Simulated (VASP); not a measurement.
## Al6SiN8 (a cell with a defect): single point with LDA

The system is Al6SiN8 (a cell with a defect).

```
Al Si N
1.0
    -3.12859   -5.41887    0.00000
     4.69288   -2.70944    0.00000
     0.00000    0.00000    5.01696
Al Si N
6 1 8
Direct
  0.50453 0.66529 0.50569
  0.25418 0.82841 0.00405
  0.98846 0.67234 0.50549
  0.00543 0.34537 0.99140
  0.74346 0.13490 0.52948
  0.75024 0.83085 0.00410
  0.51123 0.33852 0.99125
  0.50609 0.64703 0.87688
  0.63297 0.39038 0.31544
  0.27127 0.18082 0.98416
  0.24776 0.72018 0.35352
  0.99956 0.67711 0.87308
  0.85407 0.39322 0.32033
  0.73903 0.16847 0.88144
  0.74368 0.84313 0.37767
```

```json
{
 "Program": "VASP 6.6.1",
 "Task": "single point",
 "Functional": "LDA",
 "Potentials or basis": "VASP PAW LDA potentials, release 64 (Al, Si, N)",
 "Cutoff": "520 eV",
 "k mesh": "2 × 2 × 2",
 "Occupations": "gaussian, width 0.05 eV",
 "Spin": "no spin polarisation",
 "Dipole correction": "no",
 "Charge": "2",
 "Further INCAR settings": "LREAL = Auto; ALGO = Normal; EDIFF = 1e-06; NBANDS = 44; NELECT = 60.0"
}
```

The largest force is 0.223 eV/Å.

Forces in eV/Å, atoms in the order of the input:
```
Al  -0.022 -0.017 -0.005
Al   0.010 -0.015 -0.018
Al  -0.006  0.027 -0.017
Al  -0.014  0.014  0.005
Al   0.024 -0.001 -0.004
Al   0.007  0.010  0.002
Si  -0.007  0.003  0.017
N    0.011  0.000  0.004
N    0.120  0.187 -0.015
N   -0.010  0.001 -0.007
N    0.006 -0.003  0.000
N    0.002 -0.011  0.010
N   -0.089 -0.194  0.009
N    0.005 -0.009  0.040
N   -0.037  0.010 -0.020
```

Levels at points of the mesh, in eV from the Fermi level:
```tsv
k point	band 27	band 28	band 29	band 30	band 31	band 32	band 33	band 34
(0.00, 0.00, 0.00)	-0.70	-0.61	-0.46	-0.16	-0.07	3.72	5.55	5.93
(0.50, 0.00, 0.00)	-1.08	-0.90	-0.43	-0.06	0.28	4.49	4.80	5.86
(0.00, 0.50, 0.00)	-0.80	-0.64	-0.34	-0.16	0.30	4.68	5.15	5.80
(0.50, 0.50, 0.00)	-1.14	-0.87	-0.56	0.16	0.42	5.21	5.48	5.99
(0.00, 0.00, 0.50)	-0.86	-0.69	-0.56	-0.28	-0.17	4.30	5.27	5.63
(0.50, 0.00, 0.50)	-0.94	-0.85	-0.40	-0.16	0.21	5.11	5.44	5.66
(0.00, 0.50, 0.50)	-1.05	-0.90	-0.51	0.04	0.19	4.67	4.83	5.45
(0.50, 0.50, 0.50)	-1.26	-1.06	-0.49	-0.05	0.68	5.10	5.40	5.61
```

It took 2.6 min on 1 thread of Intel(R) Xeon(R) Platinum 8259CL CPU @ 2.50GHz (Skylake/Cascade Lake), on a shared host, peak memory 0.23 GiB.

Caveat: the k points lie up to 0.63 Å⁻¹ apart; the cell carries a net charge on a neutralising background, which shifts energy and pressure; the cell is charged against a uniform background, so pressure and absolute levels hang on convention.
